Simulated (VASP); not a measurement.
Input of a VASP 6.6.1 run:

Contents of POSCAR:

```
CdF2
1.0
    0.0000000000      2.6940000000      2.6940000000
    2.6940000000      0.0000000000      2.6940000000
    2.6940000000      2.6940000000      0.0000000000
Cd F
1 2
Direct
    0.0000000000      0.0000000000      0.0000000000
    0.2500000000      0.2500000000      0.2500000000
    0.7500000000      0.7500000000      0.7500000000
```

Contents of INCAR.step1:

```
SYSTEM = CdF2
PREC     = Accurate       ! precision mode
ENCUT    = 770            ! plane-wave cutoff, eV
ISMEAR   = 0              ! smearing method
SIGMA    = 0.05           ! smearing width, eV
LREAL    = .False.        ! projectors in reciprocal space
LASPH    = .True.         ! aspherical terms in the spheres
NELM     = 120            ! most SCF steps
NBANDS   = 24             ! bands
GGA      = PE             ! functional
ALGO     = Normal         ! electronic algorithm
EDIFF    = 1E-5           ! SCF threshold, eV
LWAVE    = .True.         ! write WAVECAR
LCHARG   = .False.        ! write CHGCAR
GGA_COMPAT= .False.
```

The input INCAR.step2:

```
SYSTEM = CdF2
PREC     = Accurate       ! precision mode
ENCUT    = 770            ! plane-wave cutoff, eV
EDIFF    = 1E-6           ! SCF threshold, eV
ISMEAR   = 0              ! smearing method
SIGMA    = 0.05           ! smearing width, eV
LREAL    = .False.        ! projectors in reciprocal space
LASPH    = .True.         ! aspherical terms in the spheres
NELM     = 120            ! most SCF steps
ALGO     = Normal         ! electronic algorithm
ISIF     = 2              ! what is computed and relaxed
LWAVE    = .False.        ! write WAVECAR
LCHARG   = .False.        ! write CHGCAR
METAGGA  = R2SCAN         ! meta-GGA
LMIXTAU  = .True.       
NBANDS   = 24             ! bands
ISTART   = 1            
GGA_COMPAT= .False.
```

The input KPOINTS:

```
Automatic mesh
0
Gamma
  10 10 10
  0 0 0
```

Potentials or basis: VASP PAW PBE potentials, release 64 (Cd_sv_GW, F).

Launch:

```sh
$ cat potpaw_PBE.64/Cd_sv_GW/POTCAR potpaw_PBE.64/F/POTCAR > POTCAR
$ cp INCAR.step1 INCAR
$ mpirun -np 1 vasp_std > vasp.out
$ cp INCAR.step2 INCAR
$ mpirun -np 1 vasp_std > vasp.out
```

(1) Estimate the band gap on the k mesh.

(2) What does it give for the pressure?

## Answers

(1) 3.80 eV (least direct gap 4.31 eV).

(2) -0.4 GPa.

Caveat: the PAW data sets were made with another functional, which shifts forces and pressure a little.
